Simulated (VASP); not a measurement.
**GdN: single point with PBE+U**

Crystal: GdN.

```
CELL_PARAMETERS angstrom
0.00000 2.47119 2.47119
2.47119 0.00000 2.47119
2.47119 2.47119 0.00000
ATOMIC_POSITIONS crystal
Gd 0.50000 0.50000 0.50000
N 0.00000 0.00000 0.00000
```

```yaml
Program: VASP 6.6.1
Task: single point
Functional: PBE
Potentials_or_basis: VASP PAW PBE potentials, release 64 (Gd, N)
Cutoff: 520 eV
k_mesh: 8 × 8 × 8
Occupations: gaussian, width 0.05 eV
Spin: collinear spin, ferrimagnetic start
Starting_moments: "[7.62, -0.16] μB"
Hubbard_terms: Gd f U = 6.0 eV
Dipole_correction: no
Further_INCAR_settings: ALGO = Normal; EDIFF = 1e-07; NBANDS = 22
```

* Pressure: 6.2 GPa
* Band gap on the k mesh: zero (filled and empty bands overlap)
* Net moment: 7.00 μB per cell
* Site moments: Gd +6.87; N -0.12 μB
* Valence electrons inside the program's atomic spheres: Gd 15.24; N 3.65

Levels at points of the mesh, in eV from the Fermi level:
Spin up:
```tsv
k point	band 12	band 13	band 14	band 15	band 16	band 17	band 18	band 19
(0.00, 0.00, 0.00)	-5.84	0.30	0.30	0.30	2.73	2.73	2.73	3.68
(0.50, 0.00, 0.00)	-5.80	-4.22	-2.40	-2.40	5.47	6.22	6.22	6.92
(0.50, 0.50, 0.00)	-5.89	-1.14	-0.31	-0.06	-0.06	6.85	7.02	7.99
```
Spin down:
| k point | band 5 | band 6 | band 7 | band 8 | band 9 | band 10 | band 11 | band 12 |
| --- | --- | --- | --- | --- | --- | --- | --- | --- |
| (0.00, 0.00, 0.00) | -12.88 | -0.31 | -0.31 | -0.31 | 3.55 | 3.55 | 3.55 | 4.19 |
| (0.50, 0.00, 0.00) | -10.80 | -3.96 | -2.31 | -2.31 | 4.68 | 5.06 | 5.06 | 5.38 |
| (0.50, 0.50, 0.00) | -12.62 | -0.82 | -0.35 | -0.35 | 0.35 | 5.14 | 5.17 | 5.29 |

Eigenvalues of the final occupation matrices:
```
    site  spin  trace                         eigenvalues
site 1 f     1   6.94  0.99 0.99 0.99 0.99 0.99 0.99 0.99
site 1 f     2   0.04  0.00 0.00 0.00 0.00 0.01 0.01 0.01
```

Run time: 2.3 min on 1 thread of AMD EPYC 7571, with other jobs on the host, peak memory 0.17 GiB.

Caveat: spin-orbit coupling is left out, which moves the levels of the heavy elements; a cell with one magnetic atom can't hold antiferromagnetic order, which such compounds often take. The state reached can hang on the start; a lower one may exist.
